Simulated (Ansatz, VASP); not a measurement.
## One calculation of Os, two programs

```
CELL_PARAMETERS angstrom
2.55741 0.00000 0.00000
0.00000 2.55741 0.00000
0.00000 0.00000 2.55741
ATOMIC_POSITIONS crystal
Os 0.00000 0.00000 0.00000
```

Alike in both runs: task single point; functional PBE; k mesh 15 × 15 × 15; occupations fermi-dirac, width 0.05 eV; non-collinear spin, spin-orbit coupling.

|  | VASP | Ansatz |
| --- | --- | --- |
| version | VASP 6.6.1 | Ansatz 0.2.0 |
| potentials or method | VASP PAW PBE potentials, release 64 (Os), cutoff 520 eV | all-electron LAPW |

|  | VASP | Ansatz | Ansatz less VASP |
| --- | --- | --- | --- |
| pressure (GPa) | 0.9 | 1.3 | +0.41 |
| net moment per atom (μB) | 0.00 | 0.00 | 0.000 |

Ansatz ran all-electron here, and VASP with PAW potentials.
